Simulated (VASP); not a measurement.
# Mo3H (P6/mmm) in VASP: a series of runs

Runs on Mo3H. Level: PBE. Tasks: single point.

Everything below comes from runs of VASP 6.6.1. Logs are shortened: lines on timing, memory, paths and dates and some standing lists are left out, and cuts for length are marked.

## 1. The cell of the first run

Symmetry: P6/mmm, No. 191, hexagonal system. The conventional cell has a = 5.175 Å, b = 5.175 Å, c = 2.583 Å, α = 90.00°, β = 90.00°, γ = 120.00°. Within 3.4 Å of H (site symmetry 6/mmm) lie 2 H at 2.58 Å and 6 Mo at 2.59 Å. Mo (site symmetry mmm) has 6 Mo at 2.58 to 2.59 Å and 2 H at 2.59 Å within 3.4 Å.

## 2. Single point, PBE

Input file INCAR:

```
PREC = Accurate ; ENCUT = 520
EDIFF = 1E-6 ; ISMEAR = 0
SIGMA = 0.2 ; LREAL = False
LASPH = True ; NELM = 100
ALGO = Normal ; ISIF = 2
LWAVE = False ; LCHARG = True
GGA = PE ; LELF = True
LVHAR = True ; NBANDS = 30
```

Input file KPOINTS:

```
Automatic mesh
0
Gamma
  5 5 5
```

Input file POSCAR:

```
Mo3H
1.0
    5.1748875911      0.0000000035      0.0000000000
   -2.5874437986      4.4815841139      0.0000000000
    0.0000000000      0.0000000000      2.5834660649
H Mo
1 3
Direct
    0.0000000000      0.0000000000      0.8209108307
    0.5000000000      0.0000000000      0.8209107931
    0.0000000000      0.5000000000      0.8209107931
    0.5000000000      0.5000000000      0.8209107931
```

Potentials or basis: VASP PAW PBE potentials, release 64 (H, Mo_sv).

Started as:

```bash
> cat potpaw_PBE.64/H/POTCAR potpaw_PBE.64/Mo_sv/POTCAR > POTCAR
> mpirun -np 1 vasp_std > vasp.out
```

OUTCAR:

```text
PREC = Accurate
   ENCUT = 520
   EDIFF = 1E-6
   ISMEAR = 0
   LREAL = False
   LASPH = True
   NELM = 100
   ISIF = 2
   GGA = PE

 ion  position               nearest neighbor table
   1  0.000  0.000  0.821-
   2  0.500  0.000  0.821-   3 2.59   3 2.59   4 2.59   4 2.59
   3  0.000  0.500  0.821-   4 2.59   4 2.59   2 2.59   2 2.59
   4  0.500  0.500  0.821-   3 2.59   3 2.59   2 2.59   2 2.59

  LATTYP: Found a hexagonal cell.
 ALAT       =     5.1748875911
 C/A-ratio  =     0.4992313397

  Lattice vectors:

 A1 = (   5.1748875911,   0.0000000035,   0.0000000000)
 A2 = (  -2.5874437986,   4.4815841139,   0.0000000000)
 A3 = (   0.0000000000,   0.0000000000,   2.5834660649)

Analysis of symmetry for initial positions (statically):
=====================================================================
 Subroutine PRICEL returns:
 Original cell was already a primitive cell.

 Routine SETGRP: Setting up the symmetry group for a
 hexagonal supercell.

 Subroutine GETGRP returns: Found 24 space group operations
 (whereof 12 operations were pure point group operations)
 out of a pool of 24 trial point group operations.

The static configuration has the point symmetry C_6v.
 The point group associated with its full space group is D_6h.

Analysis of symmetry for dynamics (positions and initial velocities):
=====================================================================
 Subroutine PRICEL returns:
 Original cell was already a primitive cell.

 Routine SETGRP: Setting up the symmetry group for a
 hexagonal supercell.

 Subroutine GETGRP returns: Found 24 space group operations
 (whereof 12 operations were pure point group operations)
 out of a pool of 24 trial point group operations.

The dynamic configuration has the point symmetry C_6v.
 The point group associated with its full space group is D_6h.

 Subroutine INISYM returns: Found 24 space group operations
 (whereof 12 operations are pure point group operations),
 and found     1 'primitive' translations

----------------------------------------------------------------------------------------

                                     Primitive cell

  volume of cell :      59.9150

  direct lattice vectors                    reciprocal lattice vectors
     5.174887591  0.000000003  0.000000000     0.193240912  0.111567693  0.000000000
    -2.587443799  4.481584114  0.000000000    -0.000000000  0.223135386  0.000000000
     0.000000000  0.000000000  2.583466065     0.000000000  0.000000000  0.387076886
[... 78 lines left out ...]
   EDIFF  = 0.1E-05   stopping-criterion for ELM
   LREAL  =      F    real-space projection
   EDIFFG = 0.1E-04   stopping-criterion for IOM
   NSW    =      0    number of steps for IOM
   IBRION =     -1    ionic relax: 0-MD 1-quasi-New 2-CG
   NFREE  =      0    steps in history (QN), initial steepest desc. (CG)
   ISIF   =      2    stress and relaxation
   ISYM   =      2    0-nonsym 1-usesym 2-fastsym
   POTIM  = 0.5000    time-step for ionic-motion
   TEBEG  =    0.0;   TEEND  =   0.0 temperature during run
   PSTRESS=    0.0 pullay stress
   NELECT =      43.0000    total number of electrons
   NUPDOWN=      -1.0000    fix difference up-down
   EMIN   =  10.00;   EMAX   =-10.00  energy-range for DOS
   EFERMI =   0.00;   METHOD = LEGACY
   ISMEAR =     0;   SIGMA  =   0.20  broadening in eV -4-tet -1-fermi 0-gaus
   EFERMI_NEDOS =   21; number of points for ismear=-14 and -15
   IALGO  =     38    algorithm
   IMIX   =      4    mixing-type and parameters
     AMIX     =   0.40;   BMIX     =  1.00
     AMIX_MAG =   1.60;   BMIX_MAG =  1.00
  volume/ion in A,a.u.               =      14.98       101.08
  Fermi-wavevector in a.u.,A,eV,Ry     =   1.465725  2.769819 29.230083  2.148351
  Thomas-Fermi vector in A             =   2.581548
   LORBIT       =      0    0 simple, 1 ext, 2 COOP (PROOUT), +10 PAW based schemes
   GGA     = PE    functional components
   LHFCALC =     F    Hartree Fock is set to
   AEXX    =    0.0000 exact exchange contribution
   IVDW    =     0    specifies the selected vdW correction
   LEPSILON=     F    determine dielectric tensor
   LRPA    =     F    only Hartree local field effects (RPA)
 non-spin polarized calculation
 Gauss-broadening in eV      SIGMA  =   0.20
  energy-cutoff  :      520.00
  volume of cell :       59.91
 maximum number of plane-waves:      1636
 NGX is ok and might be reduce to    40
   NGX = 19   NGY = 19   NGZ =  9

 number of electron      43.0000005 magnetization

 Free energy of the ion-electron system (eV)
  ---------------------------------------------------
  ext. energy  EPLUGINS =         0.00000000
  ---------------------------------------------------
  free energy    TOTEN  =       -31.75683116 eV

  energy without entropy =      -31.71358863  energy(sigma->0) =      -31.73520989

 E-fermi :   8.9474     XC(G=0): -12.0081

 val. band max:        8.8586017008   @ k =   0.2000   0.2000   0.4000
 cond. band min:       9.1096745604   @ k =   0.4000   0.2000   0.0000
 fundamental gap:      0.2510728596
 Fermi energy:         8.9473520046

 k-point     1 :       0.0000    0.0000    0.0000
  band No.  band energies     occupation
      1     -51.9112      2.00000
      2     -51.5990      2.00000
      3     -51.5990      2.00000
      4     -27.1011      2.00000
      5     -26.3257      2.00000
      6     -26.3257      2.00000
[... 484 lines left out ...]
     29      13.5669      0.00000
     30      14.3446      0.00000

------------------------ aborting loop because EDIFF is reached ----------------------------------------

  FORCE on cell =-STRESS in cart. coord.  units (eV):
  Direction    XX          YY          ZZ          XY          YZ          ZX
  --------------------------------------------------------------------------------------
  -------------------------------------------------------------------------------------
  Total        0.1309051      0.1309051      0.1629243     -0.0000000     -0.0000000      0.0000000
  in kB        3.5005139      3.5005139      4.3567363     -0.0000000     -0.0000000      0.0000000
  external PRESSURE =       3.7859214 kB  Pullay stress =       0.0000000 kB

 VOLUME and BASIS-vectors are now :
 -----------------------------------------------------------------------------
  energy-cutoff  :      520.00
  volume of cell :       59.91
      direct lattice vectors                 reciprocal lattice vectors
     5.174887591  0.000000003  0.000000000     0.193240912  0.111567693  0.000000000
    -2.587443799  4.481584114  0.000000000    -0.000000000  0.223135386  0.000000000
     0.000000000  0.000000000  2.583466065     0.000000000  0.000000000  0.387076886

 POSITION                                       TOTAL-FORCE (eV/Angst)
 -----------------------------------------------------------------------------------
      0.00000      0.00000      2.12080        -0.000000      0.000000     -0.000000
      2.58744      0.00000      2.12080        -0.000000      0.000000      0.000000
     -1.29372      2.24079      2.12080         0.000000      0.000000     -0.000000
      1.29372      2.24079      2.12080        -0.000000     -0.000000      0.000000
 -----------------------------------------------------------------------------------
    total drift:                               -0.000000     -0.000000      0.000549

  FREE ENERGIE OF THE ION-ELECTRON SYSTEM (eV)
  ---------------------------------------------------
  free  energy   TOTEN  =       -31.7568311557 eV

  energy  without entropy=      -31.7135886327  energy(sigma->0) =      -31.73520989
```

OSZICAR:

```text
N       E                     dE             d eps       ncg     rms          rms(c)
DAV:   1     0.496699677491E+03    0.49670E+03   -0.26844E+04   900   0.145E+03
DAV:   2    -0.201009994487E+02   -0.51680E+03   -0.50147E+03  1020   0.465E+02
DAV:   3    -0.328833475475E+02   -0.12782E+02   -0.12410E+02  1116   0.744E+01
DAV:   4    -0.330206945566E+02   -0.13735E+00   -0.13720E+00   934   0.715E+00
DAV:   5    -0.330220870027E+02   -0.13924E-02   -0.13922E-02  1042   0.709E-01    0.216E+01
DAV:   6    -0.319023019755E+02    0.11198E+01   -0.24674E+00   976   0.109E+01    0.724E+00
DAV:   7    -0.317637246044E+02    0.13858E+00   -0.45743E-01   998   0.423E+00    0.154E+00
DAV:   8    -0.317567684135E+02    0.69562E-02   -0.26498E-02  1080   0.909E-01    0.333E-01
DAV:   9    -0.317567395193E+02    0.28894E-04   -0.26871E-03  1020   0.284E-01    0.110E-01
DAV:  10    -0.317568275935E+02   -0.88074E-04   -0.13442E-04   956   0.821E-02    0.398E-02
DAV:  11    -0.317568316226E+02   -0.40292E-05   -0.66550E-06   988   0.183E-02    0.478E-03
DAV:  12    -0.317568311557E+02    0.46690E-06   -0.15455E-06   752   0.911E-03
   1 F= -.31756831E+02 E0= -.31735210E+02  d E =-.432425E-01
```

stdout:

```text
POSCAR found type information on POSCAR H Mo
 POSCAR found :  2 types and       4 ions
 scaLAPACK will be used
 LDA part: xc-table for (Slater+PW92), standard interpolation
 POSCAR, INCAR and KPOINTS ok, starting setup
 FFT: planning ... GRIDC
 FFT: planning ... GRID_SOFT
 FFT: planning ... GRID
 WAVECAR not read
 entering main loop
```

It took 36 s on 1 thread of Intel Xeon Platinum 8259CL at 2.50GHz (Skylake/Cascade Lake), shared host; peak memory 0.19 GiB.

Results:

```yaml
Free_energy: -31.7568 eV
Pressure: 0.4 GPa
```

Caveat: the k points lie up to 0.49 Å⁻¹ apart.

## 3. Single point, PBE

This run uses another cell than the first one, of 15.21 Å³/atom, 1.016 times its volume.

Input file INCAR:

```
SYSTEM = Mo3H
PREC     = Accurate       ! precision mode
ENCUT    = 520            ! plane-wave cutoff, eV
EDIFF    = 1E-6           ! SCF threshold, eV
ISMEAR   = 0              ! smearing method
SIGMA    = 0.2            ! smearing width, eV
LREAL    = .False.        ! projectors in reciprocal space
LASPH    = .True.         ! aspherical terms in the spheres
NELM     = 60             ! most SCF steps
ALGO     = Normal         ! electronic algorithm
ISIF     = 2              ! what is computed and relaxed
LWAVE    = .False.        ! write WAVECAR
LCHARG   = .False.        ! write CHGCAR
GGA      = PE             ! functional
NBANDS   = 30             ! bands
```

Input file KPOINTS:

```
Automatic mesh
0
Gamma
  5 5 5
  0 0 0
```

Input file POSCAR:

```
Mo3H
1.0
    4.6154576108      0.0000000030      0.0000000000
   -2.3077288080      3.9971035396      0.0000000000
    0.0000000000      0.0000000000      3.2985349582
H Mo
1 3
Direct
    0.0000000000      0.0000000000      0.0000000000
    0.3333333333      0.6666666667      0.5000000000
    0.6666666667      0.3333333333      0.5000000000
    0.0000000000      0.0000000000      0.5000000000
```

Potentials or basis: VASP PAW PBE potentials, release 64 (H, Mo_sv).

Started as:

```bash
> cat potpaw_PBE.64/H/POTCAR potpaw_PBE.64/Mo_sv/POTCAR > POTCAR
> mpirun -np 1 vasp_std > vasp.out
```

Run time: 38 s. Hardware: 1 thread of Intel Xeon Platinum 8259CL at 2.50GHz (Skylake/Cascade Lake), shared host; peak memory 0.18 GiB.

It converged, with:

| Item | Value |
| --- | --- |
| Free energy | -31.2408 eV |
| Pressure | 0.3 GPa |

Stress tensor (GPa, compression positive):
```
0.36 0.00 0.00
0.00 0.36 0.00
0.00 0.00 0.18
```

Levels at points of the mesh, in eV from the Fermi level:
| k point | band 19 | band 20 | band 21 | band 22 | band 23 | band 24 | band 25 | band 26 |
| --- | --- | --- | --- | --- | --- | --- | --- | --- |
| (0.00, 0.00, 0.00) | -1.29 | -0.56 | -0.56 | -0.49 | -0.49 | -0.48 | -0.41 | -0.41 |

Caveat: the k points lie up to 0.38 Å⁻¹ apart.

## 4. Single point, PBE

This run uses another cell than the first one, of 14.23 Å³/atom, 0.950 times its volume.

Input file INCAR:

```
PREC = Accurate
ENCUT = 520
EDIFF = 1E-6
ISMEAR = 0
SIGMA = 0.2
LREAL = F
LASPH = T
NELM = 100
ALGO = Normal
ISIF = 2
LWAVE = F
LCHARG = T
GGA = PE
LELF = T
LVHAR = T
NBANDS = 30
```

Input file KPOINTS:

```
regular mesh
0
Gamma
  7 7 3
```

Input file POSCAR:

```
Mo3H
1.0
    2.7300056682     -0.0000000026      0.0000000000
   -1.3650028318      2.3642542624      0.0000000000
    0.0000000000      0.0000000000      8.8163653548
H Mo
1 3
Direct
    0.0000000000      0.0000000000      0.0000000000
    0.0000000000      0.0000000000      0.2048001903
    0.0000000000      0.0000000000      0.7951998097
    0.0000000000      0.0000000000      0.5000000000
```

Started as:

```bash
> cat potpaw_PBE.64/H/POTCAR potpaw_PBE.64/Mo_sv/POTCAR > POTCAR
> mpirun -np 1 vasp_std > vasp.out
```

Run time: 40 s. Hardware: 1 thread of Intel Xeon Platinum 8259CL at 2.50GHz (Skylake/Cascade Lake), shared host; peak memory 0.18 GiB.

It converged, with:

```
Free energy   : -32.4202 eV
Pressure      : 0.3 GPa
Largest force : 0.004 eV/Å
```

Forces in eV/Å, atoms in the order of the input:
```
H    0.000  0.000  0.000
Mo   0.000  0.000 -0.004
Mo   0.000  0.000  0.004
Mo   0.000  0.000  0.000
```

Stress tensor (GPa, compression positive):
```
0.03 0.00 0.00
0.00 0.03 0.00
0.00 0.00 0.85
```

Levels at points of the mesh, in eV from the Fermi level:
```csv
k point,band 19,band 20,band 21,band 22,band 23,band 24,band 25,band 26
"(0.00, 0.00, 0.00)",-0.75,-0.75,-0.42,-0.42,-0.23,-0.23,1.42,1.42
```

Caveat: the k points lie up to 0.38 Å⁻¹ apart.

## 5. Overview

| cell | k mesh | gap on the mesh (eV) | pressure (GPa) |
| --- | --- | --- | --- |
| a = 5.175, b = 5.175, c = 2.583 Å, angles 90.0, 90.0, 120.0°, 4 atoms | 5 × 5 × 5 | none | 0.4 |
| a = 4.615, b = 4.615, c = 3.299 Å, angles 90.0, 90.0, 120.0°, 4 atoms | 5 × 5 × 5 | none | 0.3 |
| a = 2.730, b = 2.730, c = 8.816 Å, angles 90.0, 90.0, 120.0°, 4 atoms | 7 × 7 × 3 | none | 0.3 |

Alike in all rows: task single point; level PBE; potentials or basis VASP PAW PBE potentials, release 64 (H, Mo_sv); no spin polarisation; cutoff (eV) 520; smearing gaussian 0.2 eV.

Caveats: all runs use coarse meshes.

Total energies depend on the potentials used, so only differences within one code and one set of settings carry meaning.
